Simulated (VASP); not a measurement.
A run of VASP 6.6.1 is set up as follows.

The input INCAR:

```
ALGO = Normal
EDIFF = 1E-6
ENCUT = 520
GGA = PE
ISIF = 2
ISMEAR = 0
LASPH = T
LCHARG = F
LREAL = F
LWAVE = F
NBANDS = 38
NELM = 100
PREC = Accurate
SIGMA = 0.2
```

The input KPOINTS:

```
k-points
0
Gamma
  4 4 4
```

Contents of POSCAR:

```
CdCu3Mo
1.0
    4.9691228569      0.0000000030      0.0000000000
   -2.4845614310      4.3033866271      0.0000000000
    0.0000000000      0.0000000000      5.4832006522
Cd Cu Mo
1 3 1
Direct
    0.0000000000      0.0000000000      0.0000000000
    0.5000000000      0.0000000000      0.5000000000
    0.0000000000      0.5000000000      0.5000000000
    0.5000000000      0.5000000000      0.5000000000
    0.0000000000      0.0000000000      0.5000000000
```

Potentials or basis: VASP PAW PBE potentials, release 64 (Cd, Cu, Mo_sv).

Launch:

```console
$ cat potpaw_PBE.64/Cd/POTCAR potpaw_PBE.64/Cu/POTCAR potpaw_PBE.64/Mo_sv/POTCAR > POTCAR
$ mpirun -np 1 vasp_std > vasp.out
```

(1) Estimate the pressure.

Answers

(1) 0.4 GPa.

Caveat: the k points lie up to 0.37 Å⁻¹ apart.
